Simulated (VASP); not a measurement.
# PbS (I-4m2) in VASP: single point with r2SCAN

Aim: the single point of PbS with r2SCAN.

All numbers are computed with VASP 6.6.1; they aren't measurements. Logs are shortened: lines on timing, memory, paths and dates and some standing lists are left out, and cuts for length are marked.

### Step 1. The cell of the first run

It takes space group I-4m2 (No. 119, tetragonal). Conventional cell: a = 4.581 Å, b = 4.581 Å, c = 6.823 Å, α = 90.00°, β = 90.00°, γ = 90.00°. Pb (site symmetry -4m2) has 4 S at 2.86 Å within 3.8 Å. Within 3.8 Å of S (site symmetry -4m2) lie 4 Pb at 2.86 Å.

### Step 2. Single point, r2SCAN (epitaxial xy strain -1.9%)

Contents of POSCAR:

```
PbS
1.0
    0.0000000000      3.2392492259      3.4113851568
    3.2392492259      0.0000000000      3.4113851568
    3.2392492259      3.2392492259      0.0000000000
Pb S
1 1
Direct
    0.0000000000      0.0000000000      0.0000000000
    0.2500000000      0.2500000000      0.2500000000
```

Contents of INCAR.step1:

```
SYSTEM = PbS
  PREC = Accurate
  ENCUT = 520
  ISMEAR = 0
  SIGMA = 0.01
  LREAL = .FALSE.
  LASPH = .TRUE.
  NELM = 100
  NBANDS = 17
  GGA = PE
  ALGO = Normal
  EDIFF = 1E-4
  LWAVE = .TRUE.
  LCHARG = .FALSE.
```

Contents of INCAR.step2:

```
SYSTEM = PbS
  PREC = Accurate
  ENCUT = 520
  EDIFF = 1E-6
  ISMEAR = 0
  SIGMA = 0.01
  LREAL = .FALSE.
  LASPH = .TRUE.
  NELM = 100
  ALGO = Normal
  ISIF = 2
  LWAVE = .FALSE.
  LCHARG = .FALSE.
  METAGGA = R2SCAN
  LMIXTAU = .TRUE.
  NBANDS = 17
  ISTART = 1
```

Contents of KPOINTS:

```
Automatic mesh
0
G
  6 6 6
  0 0 0
```

Potentials or basis: VASP PAW PBE potentials, release 64 (Pb_d, S).

Command:

```console
cat potpaw_PBE.64/Pb_d/POTCAR potpaw_PBE.64/S/POTCAR > POTCAR
cp INCAR.step1 INCAR
mpirun -np 1 vasp_std > vasp.out
cp INCAR.step2 INCAR
mpirun -np 1 vasp_std > vasp.out
```

OUTCAR:

```text
SYSTEM = PbS
   PREC = Accurate
   ENCUT = 520
   EDIFF = 1E-6
   ISMEAR = 0
   LREAL = .FALSE.
   LASPH = .TRUE.
   NELM = 100
   ISIF = 2
   METAGGA = R2SCAN
   ISTART = 1

 ion  position               nearest neighbor table
   1  0.000  0.000  0.000-   2 2.86   2 2.86   2 2.86   2 2.86
   2  0.250  0.250  0.250-   1 2.86   1 2.86   1 2.86   1 2.86

  LATTYP: Found a body centered tetragonal cell.
 ALAT       =     4.5809901872
 C/A-ratio  =     1.4893658434

  Lattice vectors:

 A1 = (  -3.2392492259,   0.0000000000,   3.4113851568)
 A2 = (   3.2392492259,   0.0000000000,   3.4113851568)
 A3 = (   0.0000000000,   3.2392492259,  -3.4113851568)

Analysis of symmetry for initial positions (statically):
=====================================================================
 Subroutine PRICEL returns:
 Original cell was already a primitive cell.

 Routine SETGRP: Setting up the symmetry group for a
 body centered tetragonal supercell.

 Subroutine GETGRP returns: Found  8 space group operations
 (whereof  8 operations were pure point group operations)
 out of a pool of 16 trial point group operations.

The static configuration has the point symmetry D_2d.

Analysis of symmetry for dynamics (positions and initial velocities):
=====================================================================
 Subroutine PRICEL returns:
 Original cell was already a primitive cell.

 Routine SETGRP: Setting up the symmetry group for a
 body centered tetragonal supercell.

 Subroutine GETGRP returns: Found  8 space group operations
 (whereof  8 operations were pure point group operations)
 out of a pool of 16 trial point group operations.

The dynamic configuration has the point symmetry D_2d.

 Subroutine INISYM returns: Found  8 space group operations
 (whereof  8 operations are pure point group operations),
 and found     1 'primitive' translations

----------------------------------------------------------------------------------------

                                     Primitive cell

  volume of cell :      71.5895

  direct lattice vectors                    reciprocal lattice vectors
     0.000000000  3.239249226  3.411385157    -0.154356755  0.154356755  0.146568029
     3.239249226  0.000000000  3.411385157     0.154356755 -0.154356755  0.146568029
     3.239249226  3.239249226  0.000000000     0.154356755  0.154356755 -0.146568029

  length of vectors
     4.704283605  4.704283605  4.580990187     0.262933838  0.262933838  0.262933838

  position of ions in fractional coordinates (direct lattice)
     0.000000000  0.000000000  0.000000000
     0.250000000  0.250000000  0.250000000

  ion indices of the primitive-cell ions
   primitive index   ion index
                 1           1
                 2           2

----------------------------------------------------------------------------------------

 KPOINTS: Automatic mesh

Automatic generation of k-mesh.
 Grid dimensions read from file:
 generate k-points for:    6    6    6

 Generating k-lattice:

  Cartesian coordinates                     Fractional coordinates (reciprocal lattice)
    -0.025726126  0.025726126  0.024428005     0.166666667  0.000000000  0.000000000
     0.025726126 -0.025726126  0.024428005     0.000000000  0.166666667  0.000000000
     0.025726126  0.025726126 -0.024428005     0.000000000  0.000000000  0.166666667

  Length of vectors
     0.043822306  0.043822306  0.043822306

  Shift w.r.t. Gamma in fractional coordinates (k-lattice)
     0.000000000  0.000000000  0.000000000

 Subroutine IBZKPT returns following result:
 ===========================================

 Found     30 irreducible k-points:

 Following reciprocal coordinates:
            Coordinates               Weight
  0.000000  0.000000  0.000000      1.000000
  0.166667 -0.000000  0.000000      8.000000
  0.333333  0.000000  0.000000      8.000000
  0.500000 -0.000000  0.000000      4.000000
  0.166667  0.166667  0.000000      2.000000
  0.333333  0.166667  0.000000      8.000000
[... 16 lines left out ...]
  0.333333  0.000000  0.333333      4.000000
  0.500000  0.000000  0.333333     16.000000
 [... further k-points ...]
   k-points           NKPTS =     30   k-points in BZ     NKDIM =     30   number of bands    NBANDS=     17
   number of dos      NEDOS =    301   number of ions     NIONS =      2
   total plane-waves  NPLWV =  46656
   dimension x,y,z NGX =    36 NGY =   36 NGZ =   36
   dimension x,y,z NGXF=    72 NGYF=   72 NGZF=   72
   ions per type =               1   1
   NGX,Y,Z   is equivalent  to a cutoff of  12.72, 12.72, 13.06 a.u.
   NGXF,Y,Z  is equivalent  to a cutoff of  25.44, 25.44, 26.13 a.u.
 SYSTEM =  PbS
   PREC   = accura    normal or accurate (medium, high low for compatibility)
   ISTART =      1    job   : 0-new  1-cont  2-samecut
   ICHARG =      0    charge: 1-file 2-atom 10-const
   ISPIN  =      1    spin polarized calculation?
   LNONCOLLINEAR =      F non collinear calculations
   LSORBIT =      F    spin-orbit coupling
   LASPH  =      T    aspherical Exc in radial PAW
   ENCUT  =  520.0 eV  38.22 Ry    6.18 a.u.   8.75  8.75  8.52*2*pi/ulx,y,z
   NELM   =    100;   NELMIN=  2; NELMDL=  0     # of ELM steps
   EDIFF  = 0.1E-05   stopping-criterion for ELM
   LREAL  =      F    real-space projection
   EDIFFG = 0.1E-04   stopping-criterion for IOM
   NSW    =      0    number of steps for IOM
   IBRION =     -1    ionic relax: 0-MD 1-quasi-New 2-CG
   NFREE  =      0    steps in history (QN), initial steepest desc. (CG)
   ISIF   =      2    stress and relaxation
   ISYM   =      2    0-nonsym 1-usesym 2-fastsym
   POTIM  = 0.5000    time-step for ionic-motion
   TEBEG  =    0.0;   TEEND  =   0.0 temperature during run
   PSTRESS=    0.0 pullay stress
   NELECT =      20.0000    total number of electrons
   NUPDOWN=      -1.0000    fix difference up-down
   EMIN   =  10.00;   EMAX   =-10.00  energy-range for DOS
   EFERMI =   0.00;   METHOD = LEGACY
   ISMEAR =     0;   SIGMA  =   0.01  broadening in eV -4-tet -1-fermi 0-gaus
   EFERMI_NEDOS =   21; number of points for ismear=-14 and -15
   IALGO  =     38    algorithm
   IMIX   =      4    mixing-type and parameters
     AMIX     =   0.40;   BMIX     =  1.00
     AMIX_MAG =   1.60;   BMIX_MAG =  1.00
  volume/ion in A,a.u.               =      35.79       241.55
  Fermi-wavevector in a.u.,A,eV,Ry     =   1.070208  2.022401 15.583377  1.145346
  Thomas-Fermi vector in A             =   2.205911
   LORBIT       =      0    0 simple, 1 ext, 2 COOP (PROOUT), +10 PAW based schemes
   METAGGA = R2SCAN    functional components
   LHFCALC =     F    Hartree Fock is set to
   AEXX    =    0.0000 exact exchange contribution
   IVDW    =     0    specifies the selected vdW correction
   LEPSILON=     F    determine dielectric tensor
   LRPA    =     F    only Hartree local field effects (RPA)
 non-spin polarized calculation
 Gauss-broadening in eV      SIGMA  =   0.01
  energy-cutoff  :      520.00
  volume of cell :       71.59
 maximum number of plane-waves:      1964
   NGX = 17   NGY = 17   NGZ = 17

 number of electron      19.9999997 magnetization

 Free energy of the ion-electron system (eV)
  ---------------------------------------------------
  ext. energy  EPLUGINS =         0.00000000
  ---------------------------------------------------
  free energy    TOTEN  =       -65.11109091 eV

  energy without entropy =      -65.11109091  energy(sigma->0) =      -65.11109091

 E-fermi :   2.7981     XC(G=0):  -8.4926

 val. band max:        2.7276203689   @ k =  -0.3333   0.5000   0.1667
 cond. band min:       3.6353841046   @ k =   0.5000   0.0000   0.5000
 fundamental gap:      0.9077637357
 Fermi energy:         2.7980520978

 k-point     1 :       0.0000    0.0000    0.0000
  band No.  band energies     occupation
      1     -14.5173      2.00000
      2     -14.5015      2.00000
      3     -14.5015      2.00000
      4     -14.4695      2.00000
      5     -14.4590      2.00000
      6     -10.4850      2.00000
[... 9 lines left out ...]
     16      12.1808      0.00000
     17      12.2375      0.00000

 k-point     2 :       0.1667   -0.0000    0.0000
  band No.  band energies     occupation
      1     -14.5196      2.00000
      2     -14.5046      2.00000
      3     -14.4982      2.00000
      4     -14.4696      2.00000
      5     -14.4582      2.00000
      6     -10.3254      2.00000
[... 9 lines left out ...]
     16      11.2783      0.00000
     17      12.0895      0.00000

 k-point     3 :       0.3333    0.0000    0.0000
  band No.  band energies     occupation
      1     -14.5347      2.00000
      2     -14.5015      2.00000
      3     -14.4933      2.00000
      4     -14.4680      2.00000
      5     -14.4550      2.00000
      6      -9.9533      2.00000
[... 9 lines left out ...]
     16      11.2216      0.00000
     17      12.5497      0.00000

 k-point     4 :       0.5000   -0.0000    0.0000
  band No.  band energies     occupation
      1     -14.5433      2.00000
      2     -14.4995      2.00000
      3     -14.4919      2.00000
      4     -14.4662      2.00000
      5     -14.4527      2.00000
      6      -9.7278      2.00000
[... 9 lines left out ...]
     16      11.9610      0.00000
     17      12.1889      0.00000
[... 343 lines left out ...]
      1     -14.5642      2.00000
      2     -14.4851      2.00000
      3     -14.4756      2.00000
      4     -14.4658      2.00000
      5     -14.4610      2.00000
      6      -9.4449      2.00000
[... 9 lines left out ...]
     16      12.9214      0.00000
     17      12.9783      0.00000

 k-point    23 :       0.3333    0.0000    0.3333
  band No.  band energies     occupation
      1     -14.5515      2.00000
      2     -14.4903      2.00000
      3     -14.4826      2.00000
      4     -14.4768      2.00000
      5     -14.4516      2.00000
      6      -9.7447      2.00000
[... 9 lines left out ...]
     16      12.8052      0.00000
     17      14.3061      0.00000

 k-point    24 :       0.5000    0.0000    0.3333
  band No.  band energies     occupation
      1     -14.5590      2.00000
      2     -14.4865      2.00000
      3     -14.4811      2.00000
      4     -14.4761      2.00000
      5     -14.4508      2.00000
      6      -9.4996      2.00000
[... 9 lines left out ...]
     16      12.6047      0.00000
     17      13.8742      0.00000

 [... further k-points ...]

------------------------ aborting loop because EDIFF is reached ----------------------------------------

  FORCE on cell =-STRESS in cart. coord.  units (eV):
  Direction    XX          YY          ZZ          XY          YZ          ZX
  --------------------------------------------------------------------------------------
  -------------------------------------------------------------------------------------
  Total        0.0646254      0.0646254      0.0014702      0.0000000      0.0000000      0.0000000
  in kB        1.4463196      1.4463196      0.0329021      0.0000000      0.0000000      0.0000000
  external PRESSURE =       0.9751804 kB  Pullay stress =       0.0000000 kB

 VOLUME and BASIS-vectors are now :
 -----------------------------------------------------------------------------
  energy-cutoff  :      520.00
  volume of cell :       71.59
      direct lattice vectors                 reciprocal lattice vectors
     0.000000000  3.239249226  3.411385157    -0.154356755  0.154356755  0.146568029
     3.239249226  0.000000000  3.411385157     0.154356755 -0.154356755  0.146568029
     3.239249226  3.239249226  0.000000000     0.154356755  0.154356755 -0.146568029

 POSITION                                       TOTAL-FORCE (eV/Angst)
 -----------------------------------------------------------------------------------
      0.00000      0.00000      0.00000        -0.000000     -0.000000      0.000000
      1.61962      1.61962      1.70569         0.000000      0.000000      0.000000
 -----------------------------------------------------------------------------------
    total drift:                                0.000000      0.000000      0.000000

  FREE ENERGIE OF THE ION-ELECTRON SYSTEM (eV)
  ---------------------------------------------------
  free  energy   TOTEN  =       -65.1110909146 eV

  energy  without entropy=      -65.1110909146  energy(sigma->0) =      -65.11109091
```

It took 76 s on 1 thread of Intel Xeon 6975P-C (Granite Rapids), shared host; peak memory 0.23 GiB.

What came out:

- Free energy: -65.1111 eV
- Pressure: 0.1 GPa
- Band gap on the k mesh: 0.91 eV, indirect (least direct gap 1.40 eV)

Levels at points of the mesh, in eV from the valence-band top:
| k point | band 7 | band 8 | band 9 | band 10 | band 11 | band 12 | band 13 | band 14 |
| --- | --- | --- | --- | --- | --- | --- | --- | --- |
| (0.00, 0.00, 0.00) | -6.01 | -1.97 | -1.78 | -1.78 | 2.71 | 2.71 | 2.87 | 5.44 |
| (0.50, 0.00, 0.00) | -7.92 | -2.46 | -2.25 | -1.95 | 3.40 | 3.54 | 3.88 | 7.26 |
| (0.50, 0.50, 0.00) | -8.43 | -2.95 | -2.95 | -0.34 | 1.07 | 5.47 | 5.47 | 6.13 |
| (0.50, 0.00, 0.50) | -8.28 | -3.14 | -3.12 | -0.55 | 0.91 | 5.33 | 5.62 | 6.34 |

Caveat: the cell differs from its parent crystal (epitaxial xy strain -1.9%); the PAW data sets were made with another functional, which shifts forces and pressure a little; spin-orbit coupling is left out, which moves the levels of the heavy elements.
